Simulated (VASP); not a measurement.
# C (Fmmm) in VASP: a series of runs

The runs below take C through single point, with PBEsol+D3(BJ).

Everything below comes from runs of VASP 6.6.1. Logs are shortened: lines on timing, memory, paths and dates and some standing lists are left out, and cuts for length are marked.

## Step 1: The cell of the first run

The structure is orthorhombic, space group Fmmm (No. 69). The conventional cell has a = 2.437 Å, b = 4.218 Å, c = 6.589 Å, α = 90.00°, β = 90.00°, γ = 90.00°. C (site symmetry m2m) has 3 C at 1.28 to 1.70 Å within 1.8 Å.

## Step 2: Single point, PBEsol+D3(BJ) (atoms shifted along a free coordinate)

Contents of INCAR:

```
SYSTEM = C
PREC = Accurate ; ENCUT = 520
EDIFF = 1E-7 ; ISMEAR = 0
SIGMA = 0.03 ; LREAL = .FALSE.
LASPH = .TRUE. ; NELM = 100
ALGO = Normal ; ISIF = 2
LWAVE = .FALSE. ; LCHARG = .FALSE.
GGA = PS ; IVDW = 12
NBANDS = 11
```

Contents of KPOINTS:

```
regular mesh
0
G
  16 16 16
  0 0 0
```

Contents of POSCAR:

```
C
1.0
    0.0000000000      2.1088861730      3.2945337322
    1.2183718732      0.0000000000      3.2945337322
    1.2183718732      2.1088861730      0.0000000000
C
2
Direct
    0.2019510748      0.7980489252      0.2019510748
    0.7980489252      0.2019510748      0.7980489252
```

Potentials or basis: VASP PAW PBE potentials, release 64 (C).

On the command line:

```
cat potpaw_PBE.64/C/POTCAR > POTCAR
mpirun -np 1 vasp_std > vasp.out
```

OUTCAR:

```text
SYSTEM = C
   PREC = Accurate
   ENCUT = 520
   EDIFF = 1E-7
   ISMEAR = 0
   LREAL = .FALSE.
   LASPH = .TRUE.
   NELM = 100
   ISIF = 2
   GGA = PS
   IVDW = 12
 IVDW          = 12

 ion  position               nearest neighbor table
   1  0.202  0.798  0.202-   2 1.28   2 1.28   2 1.70
   2  0.798  0.202  0.798-   1 1.28   1 1.28   1 1.70

  LATTYP: Found a face centered orthorhombic cell.
 ALAT       =     2.4367437464
 B/A-ratio  =     1.7309051689
 C/A-ratio  =     2.7040461165

  Lattice vectors:

 A1 = (   0.0000000000,   2.1088861730,   3.2945337322)
 A2 = (   1.2183718732,   0.0000000000,   3.2945337322)
 A3 = (   1.2183718732,   2.1088861730,   0.0000000000)

Analysis of symmetry for initial positions (statically):
=====================================================================
 Subroutine PRICEL returns:
 Original cell was already a primitive cell.

 Routine SETGRP: Setting up the symmetry group for a
 face centered orthorhombic supercell.

 Subroutine GETGRP returns: Found  8 space group operations
 (whereof  8 operations were pure point group operations)
 out of a pool of  8 trial point group operations.

The static configuration has the point symmetry D_2h.

Analysis of symmetry for dynamics (positions and initial velocities):
=====================================================================
 Subroutine PRICEL returns:
 Original cell was already a primitive cell.

 Routine SETGRP: Setting up the symmetry group for a
 face centered orthorhombic supercell.

 Subroutine GETGRP returns: Found  8 space group operations
 (whereof  8 operations were pure point group operations)
 out of a pool of  8 trial point group operations.

The dynamic configuration has the point symmetry D_2h.

 Subroutine INISYM returns: Found  8 space group operations
 (whereof  8 operations are pure point group operations),
 and found     1 'primitive' translations

----------------------------------------------------------------------------------------

                                     Primitive cell

  volume of cell :      16.9300

  direct lattice vectors                    reciprocal lattice vectors
     0.000000000  2.108886173  3.294533732    -0.410383735  0.237091981  0.151766544
     1.218371873  0.000000000  3.294533732     0.410383735 -0.237091981  0.151766544
     1.218371873  2.108886173  0.000000000     0.410383735  0.237091981 -0.151766544

  length of vectors
     3.911694441  3.512603384  2.435535036     0.497655002  0.497655002  0.497655002

  position of ions in fractional coordinates (direct lattice)
     0.201951075  0.798048925  0.201951075
     0.798048925  0.201951075  0.798048925

  ion indices of the primitive-cell ions
   primitive index   ion index
                 1           1
                 2           2

----------------------------------------------------------------------------------------

 KPOINTS: regular mesh

Automatic generation of k-mesh.
 Grid dimensions read from file:
 generate k-points for:   16   16   16

 Generating k-lattice:

  Cartesian coordinates                     Fractional coordinates (reciprocal lattice)
    -0.025648983  0.014818249  0.009485409     0.062500000  0.000000000  0.000000000
     0.025648983 -0.014818249  0.009485409     0.000000000  0.062500000  0.000000000
     0.025648983  0.014818249 -0.009485409     0.000000000  0.000000000  0.062500000

  Length of vectors
     0.031103438  0.031103438  0.031103438

  Shift w.r.t. Gamma in fractional coordinates (k-lattice)
     0.000000000  0.000000000  0.000000000

 Subroutine IBZKPT returns following result:
 ===========================================

 Found    621 irreducible k-points:

 Following reciprocal coordinates:
            Coordinates               Weight
  0.000000  0.000000  0.000000      1.000000
  0.062500  0.000000  0.000000      8.000000
  0.125000  0.000000  0.000000      8.000000
  0.187500  0.000000 -0.000000      8.000000
  0.250000  0.000000  0.000000      8.000000
  0.312500  0.000000  0.000000      8.000000
[... 16 lines left out ...]
 -0.125000  0.062500  0.000000      8.000000
 -0.062500  0.062500  0.000000      4.000000
 [... further k-points ...]
   k-points           NKPTS =    621   k-points in BZ     NKDIM =    621   number of bands    NBANDS=     11
   number of dos      NEDOS =    301   number of ions     NIONS =      2
   total plane-waves  NPLWV =  15120
   dimension x,y,z NGX =    30 NGY =   28 NGZ =   18
   dimension x,y,z NGXF=    60 NGYF=   56 NGZF=   36
   ions per type =               2
   NGX,Y,Z   is equivalent  to a cutoff of  12.75, 13.25, 12.29 a.u.
   NGXF,Y,Z  is equivalent  to a cutoff of  25.50, 26.50, 24.57 a.u.
 SYSTEM =  C
   PREC   = accura    normal or accurate (medium, high low for compatibility)
   ISTART =      0    job   : 0-new  1-cont  2-samecut
   ICHARG =      2    charge: 1-file 2-atom 10-const
   ISPIN  =      1    spin polarized calculation?
   LNONCOLLINEAR =      F non collinear calculations
   LSORBIT =      F    spin-orbit coupling
   LASPH  =      T    aspherical Exc in radial PAW
   ENCUT  =  520.0 eV  38.22 Ry    6.18 a.u.   7.27  6.53  4.53*2*pi/ulx,y,z
   NELM   =    100;   NELMIN=  2; NELMDL= -5     # of ELM steps
   EDIFF  = 0.1E-06   stopping-criterion for ELM
   LREAL  =      F    real-space projection
   EDIFFG = 0.1E-05   stopping-criterion for IOM
   NSW    =      0    number of steps for IOM
   IBRION =     -1    ionic relax: 0-MD 1-quasi-New 2-CG
   NFREE  =      0    steps in history (QN), initial steepest desc. (CG)
   ISIF   =      2    stress and relaxation
   ISYM   =      2    0-nonsym 1-usesym 2-fastsym
   POTIM  = 0.5000    time-step for ionic-motion
   TEBEG  =    0.0;   TEEND  =   0.0 temperature during run
   PSTRESS=    0.0 pullay stress
   NELECT =       8.0000    total number of electrons
   NUPDOWN=      -1.0000    fix difference up-down
   EMIN   =  10.00;   EMAX   =-10.00  energy-range for DOS
   EFERMI =   0.00;   METHOD = LEGACY
   ISMEAR =     0;   SIGMA  =   0.03  broadening in eV -4-tet -1-fermi 0-gaus
   EFERMI_NEDOS =   21; number of points for ismear=-14 and -15
   IALGO  =     38    algorithm
   IMIX   =      4    mixing-type and parameters
     AMIX     =   0.40;   BMIX     =  1.00
     AMIX_MAG =   1.60;   BMIX_MAG =  1.00
  volume/ion in A,a.u.               =       8.46        57.12
  Fermi-wavevector in a.u.,A,eV,Ry     =   1.275124  2.409635 22.122282  1.625942
  Thomas-Fermi vector in A             =   2.407854
   LORBIT       =      0    0 simple, 1 ext, 2 COOP (PROOUT), +10 PAW based schemes
   GGA     = PS    functional components
   LHFCALC =     F    Hartree Fock is set to
   AEXX    =    0.0000 exact exchange contribution
   IVDW    =    12    specifies the selected vdW correction
   LEPSILON=     F    determine dielectric tensor
   LRPA    =     F    only Hartree local field effects (RPA)
 non-spin polarized calculation
 Gauss-broadening in eV      SIGMA  =   0.03
  energy-cutoff  :      520.00
  volume of cell :       16.93
 maximum number of plane-waves:       473
 NGX is ok and might be reduce to    30
   NGX = 15   NGY = 13   NGZ =  9

 number of electron       8.0000000 magnetization

 Free energy of the ion-electron system (eV)
  ---------------------------------------------------
  ext. energy  EPLUGINS =         0.00000000
  ---------------------------------------------------
  free energy    TOTEN  =       -17.45019269 eV

  energy without entropy =      -17.45002794  energy(sigma->0) =      -17.45011031

 E-fermi :   5.2006     XC(G=0): -10.7173

 val. band max:        5.1853069033   @ k =  -0.3125   0.0000   0.2500
 cond. band min:       5.2059118428   @ k =  -0.2500   0.1875   0.0625
 fundamental gap:      0.0206049395
 Fermi energy:         5.2006325827

 k-point     1 :       0.0000    0.0000    0.0000
  band No.  band energies     occupation
      1     -15.1101      2.00000
      2      -2.2040      2.00000
      3      -2.0209      2.00000
      4       7.0619      0.00000
      5       8.0259      0.00000
      6       9.1814      0.00000
      7      17.1437      0.00000
      8      18.6473      0.00000
      9      19.5380      0.00000
     10      26.4076      0.00000
     11      30.5357      0.00000

 k-point     2 :       0.0625    0.0000    0.0000
  band No.  band energies     occupation
      1     -15.0164      2.00000
      2      -2.3781      2.00000
      3      -1.9327      2.00000
      4       6.3109      0.00000
      5       8.5172      0.00000
      6       9.3945      0.00000
      7      16.6723      0.00000
      8      18.7961      0.00000
      9      19.6964      0.00000
     10      26.8724      0.00000
     11      30.1047      0.00000

 k-point     3 :       0.1250    0.0000    0.0000
  band No.  band energies     occupation
      1     -14.7362      2.00000
      2      -2.8767      2.00000
      3      -1.6662      2.00000
      4       5.0755      2.00000
      5       9.1147      0.00000
      6       9.9372      0.00000
      7      15.4149      0.00000
      8      19.1398      0.00000
      9      20.3047      0.00000
     10      28.1033      0.00000
     11      28.6445      0.00000
[... 267 lines left out ...]
 k-point    23 :      -0.1250    0.0625    0.0000
  band No.  band energies     occupation
      1     -14.2959      2.00000
      2      -3.6416      2.00000
      3      -1.0308      2.00000
      4       3.7752      2.00000
      5       9.5521      0.00000
      6      10.3775      0.00000
      7      13.6251      0.00000
      8      19.7393      0.00000
      9      21.3808      0.00000
     10      26.7653      0.00000
     11      29.6735      0.00000

 k-point    24 :      -0.0625    0.0625    0.0000
  band No.  band energies     occupation
      1     -14.7481      2.00000
      2      -2.8751      2.00000
      3      -1.5682      2.00000
      4       5.0721      2.00000
      5       9.0550      0.00000
      6       9.8021      0.00000
      7      15.3955      0.00000
      8      19.1556      0.00000
      9      20.3163      0.00000
     10      28.1081      0.00000
     11      28.6619      0.00000

 [... further k-points ...]

------------------------ aborting loop because EDIFF is reached ----------------------------------------

 Edisp (eV)   -0.22841

 E8    (eV) :    -0.1111

  FORCE on cell =-STRESS in cart. coord.  units (eV):
  Direction    XX          YY          ZZ          XY          YZ          ZX
  --------------------------------------------------------------------------------------
  -------------------------------------------------------------------------------------
  Total       9.71386     2.16813    -0.02387    -0.00000     0.00000     0.00000
  in kB     919.27523   205.18218    -2.25919    -0.00000     0.00000     0.00000
  external pressure =      374.07 kB  Pullay stress =        0.00 kB

 VOLUME and BASIS-vectors are now :
 -----------------------------------------------------------------------------
  energy-cutoff  :      520.00
  volume of cell :       16.93
      direct lattice vectors                 reciprocal lattice vectors
     0.000000000  2.108886173  3.294533732    -0.410383735  0.237091981  0.151766544
     1.218371873  0.000000000  3.294533732     0.410383735 -0.237091981  0.151766544
     1.218371873  2.108886173  0.000000000     0.410383735  0.237091981 -0.151766544

 POSITION                                       TOTAL-FORCE (eV/Angst)
 -----------------------------------------------------------------------------------
      1.21837      0.85178      3.29453         0.000000     -8.754954      0.000000
      1.21837      3.36599      3.29453         0.000000      8.754954      0.000000
 -----------------------------------------------------------------------------------
    total drift:                                0.000000      0.000000      0.000000

  FREE ENERGIE OF THE ION-ELECTRON SYSTEM (eV)
  ---------------------------------------------------
  free  energy   TOTEN  =       -17.6786058382 eV

  energy  without entropy=      -17.6784410852  energy(sigma->0) =      -17.67852346
```

It took 2.8 min on 1 thread of Intel Xeon 8259CL, shared host; peak memory 0.22 GiB.

Results:

* Free energy: -17.6786 eV
* Pressure: 37.4 GPa
* Largest force: 8.755 eV/Å
* Band gap on the k mesh: zero (bands 4 and 5 overlap by 2.44 eV)
* Dispersion energy per atom: -0.114 eV

Forces in eV/Å, atoms in the order of the input:
```
C    0.000 -8.755  0.000
C    0.000  8.755  0.000
```

Levels at points of the mesh, in eV from the Fermi level:
```csv
k point,band 2,band 3,band 4,band 5,band 6,band 7
"(0.00, 0.00, 0.00)",-7.40,-7.22,1.86,2.83,3.98,11.94
"(0.50, 0.00, 0.00)",-14.76,-4.90,-1.99,-0.11,4.88,12.66
"(0.50, 0.50, 0.00)",-9.33,-7.43,1.99,2.89,10.11,12.29
"(0.50, 0.00, 0.50)",-12.17,-9.23,-3.76,6.07,7.17,10.83
"(0.00, 0.50, 0.50)",-11.94,-9.28,-5.11,3.53,6.71,12.66
```

Caveat: the cell differs from its parent crystal (atoms shifted along a free coordinate); the cell stands under pressure; the PAW data sets were made with another functional, which shifts forces and pressure a little.

## Step 3: Single point, PBEsol+D3(BJ) (atoms shifted along a free coordinate)

Contents of INCAR:

```
SYSTEM = C
PREC     = Accurate       ! precision mode
ENCUT    = 520            ! plane-wave cutoff, eV
EDIFF    = 1E-6           ! SCF threshold, eV
ISMEAR   = 0              ! smearing method
SIGMA    = 0.03           ! smearing width, eV
LREAL    = .FALSE.        ! projectors in reciprocal space
LASPH    = .TRUE.         ! aspherical terms in the spheres
NELM     = 80             ! most SCF steps
ALGO     = Normal         ! electronic algorithm
ISIF     = 2              ! what is computed and relaxed
LWAVE    = .FALSE.        ! write WAVECAR
LCHARG   = .TRUE.         ! write CHGCAR
GGA      = PS             ! functional
IVDW     = 12             ! dispersion correction
LELF     = .TRUE.         ! ELF
LVHAR    = .TRUE.       
NBANDS   = 11             ! bands
```

Contents of KPOINTS:

```
Automatic mesh
0
G
  16 16 16
  0 0 0
```

Contents of POSCAR:

```
C
1.0
    0.0000000000      2.1088861730      3.2945337322
    1.2183718732      0.0000000000      3.2945337322
    1.2183718732      2.1088861730      0.0000000000
C
2
Direct
    0.1902029221      0.8097970779      0.1902029221
    0.8097970779      0.1902029221      0.8097970779
```

Potentials or basis: VASP PAW PBE potentials, release 64 (C).

On the command line:

```
cat potpaw_PBE.64/C/POTCAR > POTCAR
mpirun -np 1 vasp_std > vasp.out
```

OUTCAR:

```text
SYSTEM = C
   PREC = Accurate
   ENCUT = 520
   EDIFF = 1E-6
   ISMEAR = 0
   LREAL = .FALSE.
   LASPH = .TRUE.
   NELM = 80
   ISIF = 2
   GGA = PS
   IVDW = 12
 IVDW          = 12

 ion  position               nearest neighbor table
   1  0.190  0.810  0.190-   2 1.32   2 1.32   2 1.60
   2  0.810  0.190  0.810-   1 1.32   1 1.32   1 1.60

  LATTYP: Found a face centered orthorhombic cell.
 ALAT       =     2.4367437464
 B/A-ratio  =     1.7309051689
 C/A-ratio  =     2.7040461165
[... 526 lines left out ...]

------------------------ aborting loop because EDIFF is reached ----------------------------------------

 Edisp (eV)   -0.22527

 E8    (eV) :    -0.1096

  FORCE on cell =-STRESS in cart. coord.  units (eV):
  Direction    XX          YY          ZZ          XY          YZ          ZX
  --------------------------------------------------------------------------------------
  -------------------------------------------------------------------------------------
  Total       6.63052     1.09820     0.00936     0.00000     0.00000     0.00000
  in kB     627.48203   103.92871     0.88569     0.00000     0.00000     0.00000
  external pressure =      244.10 kB  Pullay stress =        0.00 kB

 VOLUME and BASIS-vectors are now :
 -----------------------------------------------------------------------------
  energy-cutoff  :      520.00
  volume of cell :       16.93
      direct lattice vectors                 reciprocal lattice vectors
     0.000000000  2.108886173  3.294533732    -0.410383735  0.237091981  0.151766544
     1.218371873  0.000000000  3.294533732     0.410383735 -0.237091981  0.151766544
     1.218371873  2.108886173  0.000000000     0.410383735  0.237091981 -0.151766544

 POSITION                                       TOTAL-FORCE (eV/Angst)
 -----------------------------------------------------------------------------------
      1.21837      0.80223      3.29453         0.000000     -8.418769      0.000000
      1.21837      3.41554      3.29453         0.000000      8.418769      0.000000
 -----------------------------------------------------------------------------------
    total drift:                                0.000000      0.000000      0.000000

  FREE ENERGIE OF THE ION-ELECTRON SYSTEM (eV)
  ---------------------------------------------------
  free  energy   TOTEN  =       -18.5316919005 eV

  energy  without entropy=      -18.5316283140  energy(sigma->0) =      -18.53166011
```

OSZICAR:

```text
N       E                     dE             d eps       ncg     rms          rms(c)
DAV:   1     0.116142889006E+01    0.11614E+01   -0.43036E+03 14073   0.659E+02
DAV:   2    -0.193177031692E+02   -0.20479E+02   -0.19845E+02 17934   0.123E+02
DAV:   3    -0.197595153295E+02   -0.44181E+00   -0.44106E+00 17083   0.146E+01
DAV:   4    -0.197610586489E+02   -0.15433E-02   -0.15432E-02 15799   0.106E+00
DAV:   5    -0.197610647371E+02   -0.60882E-05   -0.60882E-05 17311   0.603E-02    0.707E+00
DAV:   6    -0.186412476024E+02    0.11198E+01   -0.97184E-01 15666   0.594E+00    0.403E+00
DAV:   7    -0.183041647155E+02    0.33708E+00   -0.10055E+00 16109   0.614E+00    0.112E+00
DAV:   8    -0.183068801123E+02   -0.27154E-02   -0.28200E-02 15094   0.110E+00    0.128E-01
DAV:   9    -0.183063648102E+02    0.51530E-03   -0.13047E-03 16260   0.228E-01    0.609E-02
DAV:  10    -0.183064169118E+02   -0.52102E-04   -0.99653E-05 15637   0.729E-02    0.313E-02
DAV:  11    -0.183064205774E+02   -0.36656E-05   -0.75608E-06 16233   0.175E-02    0.416E-03
DAV:  12    -0.183064206730E+02   -0.95573E-07   -0.30435E-07 14836   0.414E-03
   1 F= -.18531692E+02 E0= -.18531660E+02  d E =-.635864E-04
```

It took 3.3 min on 1 thread of Intel Xeon 8259CL, shared host; peak memory 0.22 GiB.

What came out:

```yaml
Free_energy: -18.5317 eV
Pressure: 24.4 GPa
Largest_force: 8.419 eV/Å
Band_gap_on_the_k_mesh: zero (bands 4 and 5 overlap by 0.51 eV)
Dispersion_energy_per_atom: -0.113 eV
```

Forces on the atoms (eV/Å):
```
C    0.000 -8.419  0.000
C    0.000  8.419  0.000
```

Caveat: the cell differs from its parent crystal (atoms shifted along a free coordinate); the cell stands under pressure; the PAW data sets were made with another functional, which shifts forces and pressure a little.

(Part 1 of 2 ends here.)
